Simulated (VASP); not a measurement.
# La2AlF (P-3m1) in VASP: further runs, part 2 of 2

VASP 6.6.1. The steps go on from the part before.

## (4) Relaxation of cell and atoms, PBE

This run uses another cell than the first one, of 24.48 Å³/atom.

INCAR

```
  PREC = Accurate
  ENCUT = 600
  EDIFF = 1E-7
  ISMEAR = 0
  SIGMA = 0.1
  LREAL = False
  LASPH = True
  NELM = 100
  ALGO = Normal
  ISIF = 3
  LWAVE = False
  LCHARG = False
  GGA = PE
  IBRION = 2
  NSW = 100
  EDIFFG = -0.01
```

KPOINTS

```
Automatic mesh
0
Gamma
  12 12 6
```

POSCAR

```
La2AlF
1.0
    3.7683323796      0.0000000000      0.0000000000
   -1.8841661898      3.2634715707      0.0000000000
    0.0000000000      0.0000000000      7.9627562942
La Al F
2 1 1
Direct
    0.3333333333      0.6666666667      0.7144087782
    0.6666666667      0.3333333333      0.2855912218
    0.0000000000      0.0000000000      0.0000000000
    0.0000000000      0.0000000000      0.5000000000
```

Potentials or basis: VASP PAW PBE potentials, release 64 (La, Al, F).

On the command line:

```
> cat potpaw_PBE.64/La/POTCAR potpaw_PBE.64/Al/POTCAR potpaw_PBE.64/F/POTCAR > POTCAR
> mpirun -np 1 vasp_std > vasp.out
```

OUTCAR:

```text
PREC = Accurate
   ENCUT = 600
   EDIFF = 1E-7
   ISMEAR = 0
   LREAL = False
   LASPH = True
   NELM = 100
   ISIF = 3
   GGA = PE
   IBRION = 2
   NSW = 100
   EDIFFG = -0.01

 ion  position               nearest neighbor table
   1  0.333  0.667  0.714-   4 2.77   4 2.77   4 2.77   3 3.15   3 3.15   3 3.15
   2  0.667  0.333  0.286-   4 2.77   4 2.77   4 2.77   3 3.15   3 3.15   3 3.15
   3  0.000  0.000  0.000-   1 3.15   2 3.15   2 3.15   1 3.15   2 3.15   1 3.15
   4  0.000  0.000  0.500-   1 2.77   2 2.77   2 2.77   1 2.77   2 2.77   1 2.77

  LATTYP: Found a hexagonal cell.
 ALAT       =     3.7683323796
 C/A-ratio  =     2.1130716434

  Lattice vectors:

 A1 = (   3.7683323796,   0.0000000000,   0.0000000000)
 A2 = (  -1.8841661898,   3.2634715707,   0.0000000000)
 A3 = (   0.0000000000,   0.0000000000,   7.9627562942)

Analysis of symmetry for initial positions (statically):
=====================================================================
 Subroutine PRICEL returns:
 Original cell was already a primitive cell.

 Routine SETGRP: Setting up the symmetry group for a
 hexagonal supercell.

 Subroutine GETGRP returns: Found 12 space group operations
 (whereof 12 operations were pure point group operations)
 out of a pool of 24 trial point group operations.

The static configuration has the point symmetry D_3d.

Analysis of symmetry for dynamics (positions and initial velocities):
=====================================================================
 Subroutine PRICEL returns:
 Original cell was already a primitive cell.

 Routine SETGRP: Setting up the symmetry group for a
 hexagonal supercell.

 Subroutine GETGRP returns: Found 12 space group operations
 (whereof 12 operations were pure point group operations)
 out of a pool of 24 trial point group operations.

The dynamic configuration has the point symmetry D_3d.

[... 142 lines left out ...]

 number of electron      32.0000004 magnetization

 Free energy of the ion-electron system (eV)
  ---------------------------------------------------
  ext. energy  EPLUGINS =         0.00000000
  ---------------------------------------------------
  free energy    TOTEN  =       -20.47822344 eV

  energy without entropy =      -20.46737823  energy(sigma->0) =      -20.47280084

------------------------ aborting loop because EDIFF is reached ----------------------------------------

  FORCE on cell =-STRESS in cart. coord.  units (eV):
  Direction    XX          YY          ZZ          XY          YZ          ZX
  --------------------------------------------------------------------------------------
  -------------------------------------------------------------------------------------
  Total       -0.1780156     -0.1780156      0.0928329      0.0000000      0.0000000      0.0000000
  in kB       -2.9125686     -2.9125686      1.5188685      0.0000000      0.0000000      0.0000000
  external PRESSURE =      -1.4354229 kB  Pullay stress =       0.0000000 kB
[... 95 lines left out ...]
  FREE ENERGIE OF THE ION-ELECTRON SYSTEM (eV)
  ---------------------------------------------------
  free  energy   TOTEN  =       -20.4797495103 eV

  energy  without entropy=      -20.4692930941  energy(sigma->0) =      -20.47452130

[... ionic steps 4 to 10 ...]

--------------------------------------- Ionic step       11  -------------------------------------------

 number of electron      32.0000009 magnetization

------------------------ aborting loop because EDIFF is reached ----------------------------------------
[... 71 lines left out ...]
--------------------------------------- Ionic step       13  -------------------------------------------

 number of electron      32.0000009 magnetization

 Free energy of the ion-electron system (eV)
  ---------------------------------------------------
  ext. energy  EPLUGINS =         0.00000000
  ---------------------------------------------------
  free energy    TOTEN  =       -20.48258061 eV

  energy without entropy =      -20.47339289  energy(sigma->0) =      -20.47798675

 E-fermi :   7.9602     XC(G=0):  -9.7880

 val. band max:        7.9564078157   @ k =   0.0833   0.0833   0.3333
 cond. band min:       7.9706483658   @ k =   0.1667   0.0000   0.0000
 fundamental gap:      0.0142405501
 Fermi energy:         7.9601787114

 k-point     1 :       0.0000    0.0000    0.0000
  band No.  band energies     occupation
      1     -25.2142      2.00000
      2     -25.1610      2.00000
      3     -17.7575      2.00000
      4      -9.1171      2.00000
      5      -8.9202      2.00000
      6      -8.3157      2.00000
[... 541 lines left out ...]
     19       9.1303      0.00000
     20       9.1642      0.00000

 [... further k-points ...]

------------------------ aborting loop because EDIFF is reached ----------------------------------------

  FORCE on cell =-STRESS in cart. coord.  units (eV):
  Direction    XX          YY          ZZ          XY          YZ          ZX
  --------------------------------------------------------------------------------------
  -------------------------------------------------------------------------------------
  Total        0.0053895      0.0053895      0.0091227      0.0000000      0.0000000      0.0000000
  in kB        0.0885405      0.0885405      0.1498695      0.0000000      0.0000000      0.0000000
  external PRESSURE =       0.1089835 kB  Pullay stress =       0.0000000 kB
[... 19 lines left out ...]
  FREE ENERGIE OF THE ION-ELECTRON SYSTEM (eV)
  ---------------------------------------------------
  free  energy   TOTEN  =       -20.4825806081 eV

  energy  without entropy=      -20.4733928919  energy(sigma->0) =      -20.47798675

 reached required accuracy - stopping structural energy minimisation
```

OSZICAR:

```text
N       E                     dE             d eps       ncg     rms          rms(c)
DAV:   1     0.400203790227E+03    0.40020E+03   -0.12908E+04  4016   0.241E+03
DAV:   2     0.649407671044E+02   -0.33526E+03   -0.32939E+03  6808   0.385E+02
DAV:   3    -0.139466629987E+02   -0.78887E+02   -0.78216E+02  6556   0.229E+02
[... 127 lines left out ...]
DAV:   4    -0.204825790686E+02    0.30551E-05   -0.15197E-05  7488   0.345E-02    0.637E-03
DAV:   5    -0.204825796804E+02   -0.61179E-06   -0.26842E-06  7992   0.148E-02    0.279E-03
DAV:   6    -0.204825802777E+02   -0.59730E-06   -0.45010E-07  4936   0.596E-03    0.111E-03
DAV:   7    -0.204825805913E+02   -0.31362E-06   -0.39380E-08  3184   0.494E-03    0.176E-04
DAV:   8    -0.204825806081E+02   -0.16838E-07   -0.21014E-08  2996   0.327E-03
  13 F= -.20482581E+02 E0= -.20477987E+02  d E =-.169453E-04
```

CONTCAR:

```text
La2AlF
   1.00000000000000
     3.7302709452861351   -0.0000000000000000   -0.0000000000000000
    -1.8651354726430676    3.2305094016778062    0.0000000000000001
    -0.0000000000000000    0.0000000000000000    8.0929872192397916
  La              Al              F
     2     1     1
Direct
     0.3333333332999970    0.6666666667000030    0.7189996785610122
     0.6666666667000030    0.3333333332999970    0.2810003214389876
     0.0000000000000000    0.0000000000000000    0.0000000000000000
     0.0000000000000000    0.0000000000000000    0.5000000000000000

  0.00000000E+00  0.00000000E+00  0.00000000E+00
  0.00000000E+00  0.00000000E+00  0.00000000E+00
  0.00000000E+00  0.00000000E+00  0.00000000E+00
  0.00000000E+00  0.00000000E+00  0.00000000E+00
```

Run time: 51 min. Hardware: 1 thread of Intel Xeon 8259CL, shared host; peak memory 0.46 GiB.

Results:

- Free energy: -20.4826 eV
- Relaxed volume: 24.38 Å³/atom
- Relaxed cell: a = 3.730 Å, b = 3.730 Å, c = 8.093 Å, α = 90.00°, β = 90.00°, γ = 120.00°
- Space group after relaxing (to 0.1 Å): P-3m1 (No. 164)
- Energy gained by relaxing: 1.1 meV/atom
- Ionic steps: 13
- Pressure after relaxing: 0.0 GPa
- Largest force after relaxing: 0.005 eV/Å
- Band gap on the k mesh: zero (bands 16 and 17 overlap by 0.71 eV)

Forces on the atoms (eV/Å):
```
La   0.000  0.000 -0.005
La   0.000  0.000  0.005
Al   0.000  0.000  0.000
F    0.000  0.000  0.000
```

Step by step:
| step | energy change (eV) | largest force (eV/Å) | pressure (GPa) | volume (Å³) |
| --- | --- | --- | --- | --- |
| 1 | 0.0000 | 0.0440 | -0.14 | 97.92 |
| 2 | -0.0009 | 0.0445 | 0.00 | 97.61 |
| 3 | -0.0015 | 0.0479 | 0.24 | 97.11 |
| 4 | -0.0022 | 0.0503 | 0.17 | 97.22 |
| 5 | -0.0033 | 0.0548 | -0.02 | 97.53 |
| 6 | -0.0034 | 0.0565 | -0.09 | 97.66 |
| 7 | -0.0039 | 0.0417 | -0.04 | 97.57 |
| 8 | -0.0042 | 0.0198 | 0.03 | 97.44 |
| 9 | -0.0042 | 0.0115 | 0.05 | 97.40 |
| 10 | -0.0043 | 0.0042 | -0.01 | 97.55 |
| 11 | -0.0043 | 0.0015 | -0.03 | 97.60 |
| 12 | -0.0043 | 0.0006 | -0.04 | 97.61 |
| 13 | -0.0044 | 0.0048 | 0.01 | 97.53 |

Final structure:
```
La Al F
1.0
     3.73027    0.00000    0.00000
    -1.86514    3.23051    0.00000
     0.00000    0.00000    8.09299
La Al F
2 1 1
Direct
  0.33333 0.66667 0.71900
  0.66667 0.33333 0.28100
  0.00000 0.00000 0.00000
  0.00000 0.00000 0.50000
```

Levels at points of the mesh, in eV from the Fermi level:
| k point | band 14 | band 15 | band 16 | band 17 | band 18 | band 19 |
| --- | --- | --- | --- | --- | --- | --- |
| (0.00, 0.00, 0.00) | -1.83 | -1.06 | 0.61 | 0.63 | 1.21 | 1.21 |
| (0.50, 0.00, 0.00) | -2.08 | -1.45 | -1.21 | 0.47 | 1.11 | 1.12 |
| (0.00, 0.00, 0.50) | -2.43 | -0.92 | 0.40 | 1.03 | 1.03 | 1.08 |
| (0.50, 0.00, 0.50) | -2.31 | -1.85 | -0.60 | 0.59 | 1.11 | 1.25 |

Caveat: spin-orbit coupling is left out, which moves the levels of the heavy elements.

## (5) Overview

| task | potentials or basis | cell | k mesh | cutoff (eV) | gap on the mesh (eV) | pressure (GPa) | relaxed volume (Å³/atom) | largest force (eV/Å) |
| --- | --- | --- | --- | --- | --- | --- | --- | --- |
| relaxation of cell and atoms | VASP PAW PBE potentials, release 64 (La, Al, F_h) | relaxed from a = 4.008, b = 4.008, c = 6.122 Å, angles 90.0, 90.0, 120.0°, 4 atoms, atomic positions A | 6 × 6 × 4 | 910 | none | 0.0 | 23.90 | 0.03 |
| single point | VASP PAW PBE potentials, release 64 (La, Al, F) | a = 3.733, b = 3.733, c = 8.101 Å, angles 90.0, 90.0, 120.0°, 4 atoms, atomic positions B | 12 × 12 × 6 | 520 | none | -0.1 | - | 0.01 |
| relaxation of cell and atoms | VASP PAW PBE potentials, release 64 (La, Al, F) | relaxed from a = 3.768, b = 3.768, c = 7.963 Å, angles 90.0, 90.0, 120.0°, 4 atoms, atomic positions C | 12 × 12 × 6 | 600 | none | 0.0 | 24.38 | - |

Alike in all rows: level PBE; no spin polarisation; smearing gaussian 0.1 eV.

Caveats: spin-orbit coupling is left out, which moves the levels of the heavy elements; the cutoff is under 1.25 times the usual one of these potentials, so pressure, stress and relaxed cells hold a basis-set (Pulay) error (at least some runs); a cell axis changed by over 15 % at a fixed basis, so the end point is rough (at least some runs).

Total energies depend on the potentials used, so only differences within one code and one set of settings carry meaning.
